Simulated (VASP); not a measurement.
Wanted: the native input for a VASP 6.6.1 run.

- Task: single point
- Functional: PBE
- Dispersion: D3(BJ)
- Potentials or basis: VASP PAW PBE potentials, release 64 (Sn_d, Se)
- Cutoff: 520 eV
- k mesh: 10 × 10 × 10
- Occupations: gaussian, width 0.01 eV
- Spin: no spin polarisation
- Dipole correction: no
- Further INCAR settings: ALGO = Normal; EDIFF = 1e-06; NBANDS = 17

The structure of SnSe lies in POSCAR:

```
SnSe
1.0
    0.0000000000      2.8335619660      2.8335619660
    2.8335619660      0.0000000000      2.8335619660
    2.8335619660      2.8335619660      0.0000000000
Sn Se
1 1
Direct
    0.0000000000      0.0000000000      0.0000000000
    0.5000000000      0.5000000000      0.5000000000
```

One way to write it, as run:

INCAR

```
  PREC = Accurate
  ENCUT = 520
  EDIFF = 1E-6
  ISMEAR = 0
  SIGMA = 0.01
  LREAL = False
  LASPH = True
  NELM = 100
  ALGO = Normal
  ISIF = 2
  LWAVE = False
  LCHARG = False
  GGA = PE
  IVDW = 12
  NBANDS = 17
```

KPOINTS

```
Automatic mesh
0
Gamma
  10 10 10
```

Potentials or basis: VASP PAW PBE potentials, release 64 (Sn_d, Se).

Command:

```sh
$ cat potpaw_PBE.64/Sn_d/POTCAR potpaw_PBE.64/Se/POTCAR > POTCAR
$ mpirun -np 1 vasp_std > vasp.out
```

It gave:

| Quantity | Value |
| --- | --- |
| Pressure | 12.0 GPa |
| Band gap on the k mesh | 0.21 eV (least direct gap 0.50 eV) |
| Dispersion energy per atom | -0.425 eV |

Caveat: the cell stands under pressure; semilocal functionals underestimate gaps, and a narrow one can read as zero; spin-orbit coupling is left out, which moves the levels of the heavy elements.

Run time: 14 s on 1 thread of Intel(R) Xeon(R) 6975P-C (Granite Rapids), on a shared host, peak memory 0.19 GiB.
